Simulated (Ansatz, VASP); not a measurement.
## Ga in VASP and in Ansatz

```
Ga
1.0
    -1.40255    1.40255    2.27222
     1.40255   -1.40255    2.27222
     1.40255    1.40255   -2.27222
Ga
1
Direct
  0.00000 0.00000 0.00000
```

Alike in both runs: functional r2SCAN; k mesh 20 × 20 × 20; occupations gaussian, width 0.1 eV; no spin polarisation.

Ansatz relaxed the structure, and its values are those at the end. VASP's run is a single point on that final structure, the one shown.

```csv
,VASP,Ansatz
version,VASP 6.6.1,Ansatz 0.2.0
potentials or method,"VASP PAW PBE potentials, release 64 (Ga_d), cutoff 520 eV","scalar-relativistic, plane waves, PAW"
valence electrons in the cell,13,13
```

|  | VASP | Ansatz | Ansatz less VASP |
| --- | --- | --- | --- |
| gap on the k mesh at the Fermi level (eV) | none | none | - |
| pressure (GPa) | 0.0 | 0.0 | +0.01 |

VASP's potentials were made for PBE, not for r2SCAN. A gap of «none» marks a metal or a gap that the smearing closes. With one functional, cell and mesh, what is left measures potentials, basis and numerics.
